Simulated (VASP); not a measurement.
# ZrC (Fm-3m) in VASP: further runs, part 2 of 3

VASP 6.6.1. The steps go on from the part before.

## Step 4: Single point, PBEsol

This run uses another cell than the first one, of 12.37 Å³/atom, 1.029 times its volume.

File INCAR:

```
PREC = Accurate ; ENCUT = 520
EDIFF = 1E-6 ; ISMEAR = -1
SIGMA = 0.1 ; LREAL = False
LASPH = True ; NELM = 80
ALGO = Normal ; ISIF = 2
LWAVE = False ; LCHARG = False
GGA = PS ; NBANDS = 15
```

File KPOINTS:

```
regular mesh
0
Gamma
  18 18 18
```

File POSCAR:

```
ZrC
1.0
    0.0000000000      2.3128447099      2.3128447099
    2.3128447099      0.0000000000      2.3128447099
    2.3128447099      2.3128447099      0.0000000000
Zr C
1 1
Direct
    0.5000000000      0.5000000000      0.5000000000
    0.0000000000      0.0000000000      0.0000000000
```

Potentials or basis: VASP PAW PBE potentials, release 64 (Zr_sv, C).

The run is started by

```
> cat potpaw_PBE.64/Zr_sv/POTCAR potpaw_PBE.64/C/POTCAR > POTCAR
> mpirun -np 1 vasp_std > vasp.out
```

OUTCAR:

```text
PREC = Accurate
   ENCUT = 520
   EDIFF = 1E-6
   ISMEAR = -1
   LREAL = False
   LASPH = True
   NELM = 80
   ISIF = 2
   GGA = PS

 ion  position               nearest neighbor table
   1  0.500  0.500  0.500-   2 2.31   2 2.31   2 2.31   2 2.31   2 2.31   2 2.31
   2  0.000  0.000  0.000-   1 2.31   1 2.31   1 2.31   1 2.31   1 2.31   1 2.31

  LATTYP: Found a face centered cubic cell.
 ALAT       =     4.6256894198

  Lattice vectors:

 A1 = (   0.0000000000,   2.3128447099,   2.3128447099)
 A2 = (   2.3128447099,   0.0000000000,   2.3128447099)
 A3 = (   2.3128447099,   2.3128447099,   0.0000000000)

Analysis of symmetry for initial positions (statically):
=====================================================================
 Subroutine PRICEL returns:
 Original cell was already a primitive cell.

 Routine SETGRP: Setting up the symmetry group for a
 face centered cubic supercell.

 Subroutine GETGRP returns: Found 48 space group operations
 (whereof 48 operations were pure point group operations)
 out of a pool of 48 trial point group operations.

The static configuration has the point symmetry O_h .

Analysis of symmetry for dynamics (positions and initial velocities):
=====================================================================
 Subroutine PRICEL returns:
 Original cell was already a primitive cell.

 Routine SETGRP: Setting up the symmetry group for a
 face centered cubic supercell.

 Subroutine GETGRP returns: Found 48 space group operations
 (whereof 48 operations were pure point group operations)
 out of a pool of 48 trial point group operations.

The dynamic configuration has the point symmetry O_h .

 Subroutine INISYM returns: Found 48 space group operations
 (whereof 48 operations are pure point group operations),
 and found     1 'primitive' translations

----------------------------------------------------------------------------------------

                                     Primitive cell

  volume of cell :      24.7440

  direct lattice vectors                    reciprocal lattice vectors
     0.000000000  2.312844710  2.312844710    -0.216183991  0.216183991  0.216183991
     2.312844710  0.000000000  2.312844710     0.216183991 -0.216183991  0.216183991
     2.312844710  2.312844710  0.000000000     0.216183991  0.216183991 -0.216183991

  length of vectors
     3.270856356  3.270856356  3.270856356     0.374441656  0.374441656  0.374441656

  position of ions in fractional coordinates (direct lattice)
     0.500000000  0.500000000  0.500000000
     0.000000000  0.000000000  0.000000000

  ion indices of the primitive-cell ions
   primitive index   ion index
                 1           1
                 2           2

----------------------------------------------------------------------------------------

 KPOINTS: regular mesh

Automatic generation of k-mesh.
 Grid dimensions read from file:
 generate k-points for:   18   18   18

 Generating k-lattice:

  Cartesian coordinates                     Fractional coordinates (reciprocal lattice)
    -0.012010222  0.012010222  0.012010222     0.055555556  0.000000000  0.000000000
     0.012010222 -0.012010222  0.012010222     0.000000000  0.055555556  0.000000000
     0.012010222  0.012010222 -0.012010222     0.000000000  0.000000000  0.055555556

  Length of vectors
     0.020802314  0.020802314  0.020802314

  Shift w.r.t. Gamma in fractional coordinates (k-lattice)
     0.000000000  0.000000000  0.000000000

 Subroutine IBZKPT returns following result:
 ===========================================

 Found    195 irreducible k-points:

 Following reciprocal coordinates:
            Coordinates               Weight
  0.000000  0.000000  0.000000      1.000000
  0.055556  0.000000  0.000000      8.000000
  0.111111  0.000000  0.000000      8.000000
  0.166667  0.000000  0.000000      8.000000
  0.222222  0.000000  0.000000      8.000000
  0.277778  0.000000  0.000000      8.000000
[... 16 lines left out ...]
 -0.277778  0.055556  0.000000     24.000000
 -0.222222  0.055556  0.000000     24.000000
 [... further k-points ...]
   k-points           NKPTS =    195   k-points in BZ     NKDIM =    195   number of bands    NBANDS=     15
   number of dos      NEDOS =    301   number of ions     NIONS =      2
   total plane-waves  NPLWV =  13824
   dimension x,y,z NGX =    24 NGY =   24 NGZ =   24
   dimension x,y,z NGXF=    48 NGYF=   48 NGZF=   48
   ions per type =               1   1
   NGX,Y,Z   is equivalent  to a cutoff of  12.20, 12.20, 12.20 a.u.
   NGXF,Y,Z  is equivalent  to a cutoff of  24.40, 24.40, 24.40 a.u.
 SYSTEM =  unknown system
   PREC   = accura    normal or accurate (medium, high low for compatibility)
   ISTART =      0    job   : 0-new  1-cont  2-samecut
   ICHARG =      2    charge: 1-file 2-atom 10-const
   ISPIN  =      1    spin polarized calculation?
   LNONCOLLINEAR =      F non collinear calculations
   LSORBIT =      F    spin-orbit coupling
   LASPH  =      T    aspherical Exc in radial PAW
   ENCUT  =  520.0 eV  38.22 Ry    6.18 a.u.   6.08  6.08  6.08*2*pi/ulx,y,z
   NELM   =     80;   NELMIN=  2; NELMDL= -5     # of ELM steps
   EDIFF  = 0.1E-05   stopping-criterion for ELM
   LREAL  =      F    real-space projection
   EDIFFG = 0.1E-04   stopping-criterion for IOM
   NSW    =      0    number of steps for IOM
   IBRION =     -1    ionic relax: 0-MD 1-quasi-New 2-CG
   NFREE  =      0    steps in history (QN), initial steepest desc. (CG)
   ISIF   =      2    stress and relaxation
   ISYM   =      2    0-nonsym 1-usesym 2-fastsym
   POTIM  = 0.5000    time-step for ionic-motion
   TEBEG  =    0.0;   TEEND  =   0.0 temperature during run
   PSTRESS=    0.0 pullay stress
   NELECT =      16.0000    total number of electrons
   NUPDOWN=      -1.0000    fix difference up-down
   EMIN   =  10.00;   EMAX   =-10.00  energy-range for DOS
   EFERMI =   0.00;   METHOD = LEGACY
   ISMEAR =    -1;   SIGMA  =   0.10  broadening in eV -4-tet -1-fermi 0-gaus
   EFERMI_NEDOS =   21; number of points for ismear=-14 and -15
   IALGO  =     38    algorithm
   IMIX   =      4    mixing-type and parameters
     AMIX     =   0.40;   BMIX     =  1.00
     AMIX_MAG =   1.60;   BMIX_MAG =  1.00
  volume/ion in A,a.u.               =      12.37        83.49
  Fermi-wavevector in a.u.,A,eV,Ry     =   1.415658  2.675206 27.267267  2.004088
  Thomas-Fermi vector in A             =   2.537074
   LORBIT       =      0    0 simple, 1 ext, 2 COOP (PROOUT), +10 PAW based schemes
   GGA     = PS    functional components
   LHFCALC =     F    Hartree Fock is set to
   AEXX    =    0.0000 exact exchange contribution
   IVDW    =     0    specifies the selected vdW correction
   LEPSILON=     F    determine dielectric tensor
   LRPA    =     F    only Hartree local field effects (RPA)
 non-spin polarized calculation
  energy-cutoff  :      520.00
  volume of cell :       24.74
 maximum number of plane-waves:       680
   NGX = 13   NGY = 13   NGZ = 13

 number of electron      16.0000000 magnetization

 Free energy of the ion-electron system (eV)
  ---------------------------------------------------
  ext. energy  EPLUGINS =         0.00000000
  ---------------------------------------------------
  free energy    TOTEN  =       -20.56077528 eV

  energy without entropy =      -20.55047452  energy(sigma->0) =      -20.55562490

 E-fermi :  10.0621     XC(G=0): -12.5186

 val. band max:       10.0534374240   @ k =   0.1111   0.1111   0.0000
 cond. band min:      10.0755454716   @ k =   0.1111   0.0556   0.0000
 fundamental gap:      0.0221080476
 Fermi energy:        10.0620769438

 k-point     1 :       0.0000    0.0000    0.0000
  band No.  band energies     occupation
      1     -37.7364      2.00000
      2     -15.4416      2.00000
      3     -15.4416      2.00000
      4     -15.4416      2.00000
      5      -1.3912      2.00000
      6      11.0186      0.00014
      7      11.0186      0.00014
      8      11.0186      0.00014
      9      11.1255      0.00005
     10      11.1255      0.00005
     11      11.1255      0.00005
     12      12.9997      0.00000
     13      12.9997      0.00000
     14      17.9087      0.00000
     15      20.5263      0.00000
[... 397 lines left out ...]
 k-point    24 :      -0.2222    0.0556    0.0000
  band No.  band energies     occupation
      1     -37.6737      2.00000
      2     -15.9534      2.00000
      3     -15.5226      2.00000
      4     -15.4721      2.00000
      5      -0.0676      2.00000
      6       7.2679      2.00000
      7       8.0949      2.00000
      8       8.4316      2.00000
      9      12.3188      0.00000
     10      12.6778      0.00000
     11      13.3373      0.00000
     12      16.3249      0.00000
     13      17.6543      0.00000
     14      19.6924      0.00000
     15      23.4803      0.00000

 [... further k-points ...]
[... 5 lines left out ...]
  --------------------------------------------------------------------------------------
  -------------------------------------------------------------------------------------
  Total        1.1450960      1.1450960      1.1450960      0.0000000      0.0000000      0.0000000
  in kB       74.1452061     74.1452061     74.1452061      0.0000000      0.0000000      0.0000000
  external PRESSURE =      74.1452061 kB  Pullay stress =       0.0000000 kB

 VOLUME and BASIS-vectors are now :
 -----------------------------------------------------------------------------
  energy-cutoff  :      520.00
  volume of cell :       24.74
      direct lattice vectors                 reciprocal lattice vectors
     0.000000000  2.312844710  2.312844710    -0.216183991  0.216183991  0.216183991
     2.312844710  0.000000000  2.312844710     0.216183991 -0.216183991  0.216183991
     2.312844710  2.312844710  0.000000000     0.216183991  0.216183991 -0.216183991

 POSITION                                       TOTAL-FORCE (eV/Angst)
 -----------------------------------------------------------------------------------
      2.31284      2.31284      2.31284         0.000000      0.000000      0.000000
      0.00000      0.00000      0.00000        -0.000000     -0.000000     -0.000000
 -----------------------------------------------------------------------------------
    total drift:                                0.000000     -0.000000      0.000000

  FREE ENERGIE OF THE ION-ELECTRON SYSTEM (eV)
  ---------------------------------------------------
  free  energy   TOTEN  =       -20.5607752820 eV

  energy  without entropy=      -20.5504745172  energy(sigma->0) =      -20.55562490
```

stdout:

```text
POSCAR found type information on POSCAR ZrC
 POSCAR found :  2 types and       2 ions
 scaLAPACK will be used
 -----------------------------------------------------------------------------
|                                                                             |
|                                                                             |
|     You enforced a specific xc type in the INCAR file but a different       |
|     I HOPE YOU KNOW WHAT YOU ARE DOING!                                     |
|                                                                             |
 -----------------------------------------------------------------------------

 LDA part: xc-table for (Slater+PW92), standard interpolation
 POSCAR, INCAR and KPOINTS ok, starting setup
 FFT: planning ... GRIDC
 FFT: planning ... GRID_SOFT
 FFT: planning ... GRID
 WAVECAR not read
 entering main loop
```

Run time: 34 s. Hardware: 1 thread of Intel Xeon Platinum 8259CL at 2.50GHz (Skylake/Cascade Lake), shared host; peak memory 0.19 GiB.

What came out:

```yaml
Free_energy: -20.5608 eV
Pressure: 7.4 GPa
Band_gap_on_the_k_mesh: zero (band 8 reaches 11.02 eV, above the bottom of band 9 at 9.68 eV)
```

Levels at points of the mesh, in eV from the Fermi level:
```tsv
k point	band 4	band 5	band 6	band 7	band 8	band 9	band 10	band 11	band 12	band 13
(0.00, 0.00, 0.00)	-25.50	-11.45	0.96	0.96	0.96	1.06	1.06	1.06	2.94	2.94
(0.50, 0.00, 0.00)	-25.60	-8.08	-5.53	-3.11	-3.11	4.75	4.75	5.63	6.68	10.76
(0.50, 0.50, 0.00)	-25.84	-10.31	-1.98	-1.98	0.12	0.12	4.72	6.03	6.03	8.66
```

Caveat: the PAW data sets were made with another functional, which shifts forces and pressure a little.

[end of part 2 of 3]
